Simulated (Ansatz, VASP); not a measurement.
## CO2: VASP beside Ansatz

Contents of POSCAR:

```
CO2
1.0
    2.5445877742     -2.2913432031      0.0000000000
    2.5445877742      2.2913432031      0.0000000000
    0.0000000000      0.0000000000      6.1879465077
C O
2 4
Direct
    0.0000000000      0.0000000000      0.0000000000
    0.5000000000      0.5000000000      0.5000000000
    0.7952566065      0.2047433935      0.8899688721
    0.2047433935      0.7952566065      0.1100311279
    0.7047433935      0.2952566065      0.3899688721
    0.2952566065      0.7047433935      0.6100311279
```

The input INCAR.step1:

```
PREC = Accurate
ENCUT = 520
ISMEAR = 0
SIGMA = 0.01
LREAL = False
LASPH = True
NELM = 100
NBANDS = 25
GGA = PE
ALGO = Normal
EDIFF = 1E-4
LWAVE = True
LCHARG = False
```

File INCAR.step2:

```
PREC = Accurate
ENCUT = 520
EDIFF = 1E-7
ISMEAR = 0
SIGMA = 0.01
LREAL = False
LASPH = True
NELM = 100
ALGO = Normal
ISIF = 2
LWAVE = False
LCHARG = False
METAGGA = R2SCAN
LMIXTAU = True
NBANDS = 25
ISTART = 1
```

Contents of KPOINTS:

```
Automatic mesh
0
Gamma
  8 8 4
```

Input for Ansatz:

```yaml
crystal:
  lattice:
    - [2.5445877742, -2.2913432031, 0.0]
    - [2.5445877742, 2.2913432031, 0.0]
    - [0.0, 0.0, 6.1879465077]
  atoms:
    - { symbol: C, position: [0.0, 0.0, 0.0] }
    - { symbol: C, position: [0.5, 0.5, 0.5] }
    - { symbol: O, position: [0.7952566065, 0.2047433935, 0.8899688721] }
    - { symbol: O, position: [0.2047433935, 0.7952566065, 0.1100311279] }
    - { symbol: O, position: [0.7047433935, 0.2952566065, 0.3899688721] }
    - { symbol: O, position: [0.2952566065, 0.7047433935, 0.6100311279] }
kpoints:
  mp_grid: { grid: [8, 8, 4] }
  band_path:
    path:
      - [0.0, 0.0, 0.0]
      - [0.5, 0.5, 0.0]
      - [0.4527147844, 0.5472852156, 0.0]
      - [-0.4527147844, 0.4527147844, 0.0]
      - [0.0, 0.0, 0.5]
      - [-0.4527147844, 0.4527147844, 0.5]
      - [0.4527147844, 0.5472852156, 0.5]
      - [0.5, 0.5, 0.5]
      - [0.0, 0.5, 0.0]
    npoints: 1
hamiltonian:
  xc: r2scan
scf:
  occupations: { method: fixed }
  n_extra_bands: 5
output:
  forces: true
  stress: true
  eigenvalues: true
```

Change from the starting cell: hydrostatic strain -3.7%.

Alike in both runs: task single point; functional r2SCAN; k mesh 8 × 8 × 4; no spin polarisation.

|  | VASP | Ansatz |
| --- | --- | --- |
| version | VASP 6.6.1 | Ansatz 0.2.0 |
| potentials or method | VASP PAW PBE potentials, release 64 (C, O) | plane waves, PAW |
| plane-wave cutoff (eV) | 520 | 500 |
| occupations | gaussian, width 0.01 eV | fixed |
| valence electrons in the cell | 32 | 32 |

|  | VASP | Ansatz | Ansatz less VASP |
| --- | --- | --- | --- |
| gap on the k mesh at the Fermi level (eV) | 7.39 | 7.41 | +0.021 |
| pressure (GPa) | 5.0 | 2.7 | -2.30 |
| traceless stress, the component that is largest in VASP (GPa) | -2.57 | 0.09 | +2.663 |
| rms of the force components (eV/Å) | 0.331 | 0.042 | -0.2890 |

VASP's potentials were made for PBE, not for r2SCAN. Atom by atom the forces differ by 0.374 eV/Å (rms over components).

Noted on VASP's run: the standard files for N, O and F lose accuracy on very short bonds.
